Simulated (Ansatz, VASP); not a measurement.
## Two plane-wave programs on PbO

The input INCAR:

```
SYSTEM = PbO
PREC     = Accurate       ! precision mode
ENCUT    = 520            ! plane-wave cutoff, eV
EDIFF    = 1E-7           ! SCF threshold, eV
ISMEAR   = 0              ! smearing method
SIGMA    = 0.05           ! smearing width, eV
LREAL    = .FALSE.        ! projectors in reciprocal space
LASPH    = .TRUE.         ! aspherical terms in the spheres
NELM     = 150            ! most SCF steps
ALGO     = Normal         ! electronic algorithm
ISIF     = 2              ! what is computed and relaxed
LWAVE    = .FALSE.        ! write WAVECAR
LCHARG   = .FALSE.        ! write CHGCAR
LNONCOLLINEAR= .TRUE.         ! non-collinear magnetism
MAGMOM   = 0 0 0 0 0 0 0 0 0 0 0 0 ! initial moments
LORBIT   = 11             ! projections on sites
LSORBIT  = .TRUE.         ! spin-orbit coupling
GGA_COMPAT= .FALSE.      
LORBMOM  = .TRUE.       
GGA      = PE             ! functional
NBANDS   = 54             ! bands
```

KPOINTS

```
Automatic mesh
0
G
  10 10 6
  0 0 0
```

File POSCAR:

```
PbO
1.0
    3.6181561545      0.0000000000      0.0000000000
   -1.8090780772      3.1334151446      0.0000000000
    0.0000000000      0.0000000000      6.3515547832
Pb O
2 2
Direct
    0.3333333333      0.6666666667      0.2500000000
    0.6666666667      0.3333333333      0.7500000000
    0.0000000000      0.0000000000      0.0000000000
    0.0000000000      0.0000000000      0.5000000000
```

Input for Ansatz:

```yaml
crystal:
  lattice:
    - [3.6181561545, 0.0, 0.0]
    - [-1.8090780772, 3.1334151446, 0.0]
    - [0.0, 0.0, 6.3515547832]
  atoms:
    - { symbol: Pb, position: [0.3333333333, 0.6666666667, 0.25] }
    - { symbol: Pb, position: [0.6666666667, 0.3333333333, 0.75] }
    - { symbol: O, position: [0.0, 0.0, 0.0] }
    - { symbol: O, position: [0.0, 0.0, 0.5] }
basis:
  ecutwfc: 420
  ecutrho_ratio: 4
kpoints:
  mp_grid: { grid: [10, 10, 6] }
hamiltonian:
  xc: pbe
scf:
  occupations: { method: gaussian, width: 0.05 }
output:
  forces: true
  stress: true
  eigenvalues: true
  populations: true
  dos: { projected: true, de: 0.02 }
  write_density: true
  write_potential: true
  elf: true
  volumetric_format: npy
magnetization:
  noncollinear: true
  spin_orbit: true
```

Alike in both runs: task single point; functional PBE; k mesh 10 × 10 × 6; occupations gaussian, width 0.05 eV; non-collinear spin, spin-orbit coupling.

|  | VASP | Ansatz |
| --- | --- | --- |
| version | VASP 6.6.1 | Ansatz 0.2.0 |
| potentials or method | VASP PAW PBE potentials, release 64 (Pb_d, O), cutoff 520 eV | plane waves, PAW |
| valence electrons in the cell | 40 | 40 |

```csv
,VASP,Ansatz,Ansatz less VASP
pressure (GPa),-0.3,-0.3,-0.05
"traceless stress, the component that is largest in VASP (GPa)",0.11,0.16,+0.049
```
